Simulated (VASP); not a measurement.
A run of VASP 6.6.1 is set up as follows.

INCAR

```
SYSTEM = Ge
PREC = Accurate
ENCUT = 520
EDIFF = 1E-6
ISMEAR = 0
SIGMA = 0.1
LREAL = .FALSE.
LASPH = .TRUE.
NELM = 60
ALGO = Normal
ISIF = 2
LWAVE = .FALSE.
LCHARG = .FALSE.
GGA = PS
NBANDS = 21
```

KPOINTS

```
regular mesh
0
G
  12 12 12
  0 0 0
```

The input POSCAR:

```
Ge
1.0
   -0.0270083216      2.8392357232      2.8392357232
    2.8392357232     -0.0270083216      2.8392357232
    2.8392357232      2.8392357232     -0.0270083216
Ge
2
Direct
   -0.0006886806     -0.0006886806     -0.0006886806
    0.2506886806      0.2506886806      0.2506886806
```

Potentials or basis: VASP PAW PBE potentials, release 64 (Ge_d).

Command:

```sh
$ cat potpaw_PBE.64/Ge_d/POTCAR > POTCAR
$ mpirun -np 1 vasp_std > vasp.out
```

**Question.** Predict the largest force.

**Answer.** 0.003 eV/Å.

**Question.** What does it give for the pressure?

**Answer.** -1.4 GPa.

**Question.** Estimate the band gap on the k mesh.

**Answer.** Zero (bands 14 and 15 overlap by 0.06 eV).

Forces on the atoms (eV/Å):
```
Ge   0.002  0.002  0.002
Ge  -0.002 -0.002 -0.002
```

Caveat: the cell differs from its parent crystal (strained cell); semilocal functionals underestimate gaps, so a narrow gap can read as zero; the PAW data sets were made with another functional, which shifts forces and pressure a little.
